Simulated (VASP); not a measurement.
Here is a VASP 6.6.1 calculation.

INCAR

```
SYSTEM = Ag7Br8
ALGO = Normal
EDIFF = 1E-7
ENCUT = 520
GGA = PE
ISIF = 2
ISMEAR = 1
LASPH = .TRUE.
LCHARG = .FALSE.
LREAL = Auto
LWAVE = .FALSE.
NBANDS = 80
NELM = 60
PREC = Accurate
SIGMA = 0.15
```

KPOINTS

```
k-points
0
G
  2 2 2
  0 0 0
```

The input POSCAR:

```
Ag7Br8
1.0
    0.0000000000      5.7265540000      5.7265540000
    5.7265540000      0.0000000000      5.7265540000
    5.7265540000      5.7265540000      0.0000000000
Br Ag
8 7
Direct
    0.2532394700      0.2489545196      0.2512937973
    0.2528825363      0.2489077201      0.7475999528
    0.2495905915      0.7516715987      0.2489388906
    0.2525703940      0.7525586941      0.7467167864
    0.7488412752      0.2496035137      0.2516375468
    0.7512056116      0.2515180159      0.7491734995
    0.7486628084      0.7532638302      0.2505283282
    0.7489758239      0.7524367185      0.7480288320
    0.0005610704      0.0012462993     -0.0011345392
    0.0004043444      0.0011171640      0.4996201031
    0.0014170826      0.5005628167     -0.0002195037
    0.0009031610      0.5010947247      0.4991731502
    0.5007903532      0.0011500808     -0.0008519958
    0.5006677663      0.5012487440     -0.0005993133
    0.5006732670      0.5013289842      0.4988444185
```

Potentials or basis: VASP PAW PBE potentials, release 64 (Br, Ag).

Run with:

```bash
$ cat potpaw_PBE.64/Br/POTCAR potpaw_PBE.64/Ag/POTCAR > POTCAR
$ mpirun -np 1 vasp_std > vasp.out
```

**Question.** Estimate the pressure.

**Answer.** 0.8 GPa.

**Question.** Estimate the band gap on the k mesh.

**Answer.** Zero (an odd number of electrons rules out a gap without spin polarisation).

Forces in eV/Å, atoms in the order of the input:
```
Br   0.000 -0.014  0.000
Br   0.013  0.002  0.001
Br  -0.003  0.003 -0.001
Br   0.001  0.005 -0.008
Br  -0.001 -0.001  0.016
Br   0.001  0.000  0.004
Br  -0.010  0.003 -0.001
Br   0.000  0.008 -0.003
Ag   0.002  0.001  0.000
Ag  -0.002 -0.001  0.002
Ag  -0.003 -0.003 -0.003
Ag   0.002 -0.001 -0.002
Ag   0.000 -0.001 -0.001
Ag   0.000 -0.001 -0.001
Ag   0.001 -0.001 -0.003
```

Caveat: the k points lie up to 0.48 Å⁻¹ apart, too coarse for converged energies and pressures of a metal; an odd number of electrons without spin polarisation forces a metal; a magnetic or distorted state may lie lower.
